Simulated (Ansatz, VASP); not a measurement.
**Two plane-wave programs on Sc**

```
Sc
1.0
     0.00000    3.05725    3.05725
     3.05725    0.00000    3.05725
     3.05725    3.05725    0.00000
Sc
2
Cartesian
  3.0572 3.0572 3.0572
  4.5859 4.5859 4.5859
```

Alike in both runs: task single point; functional PBEsol; k mesh 6 × 6 × 6; occupations gaussian, width 0.1 eV; no spin polarisation.

|  | VASP | Ansatz |
| --- | --- | --- |
| version | VASP 6.6.1 | Ansatz 0.2.0 |
| potentials or method | VASP PAW PBE potentials, release 64 (Sc_sv), cutoff 520 eV | scalar-relativistic, plane waves, PAW |
| valence electrons in the cell | 22 | 22 |

|  | VASP | Ansatz | Ansatz less VASP |
| --- | --- | --- | --- |
| gap on the k mesh at the Fermi level (eV) | none | none | - |
| pressure (GPa) | 0.5 | 0.5 | -0.04 |

VASP's potentials were made for PBE, not for PBEsol. A gap of «none» marks a metal or a gap that the smearing closes. The functional is the same, so the differences come from potentials, cutoffs and numerics.
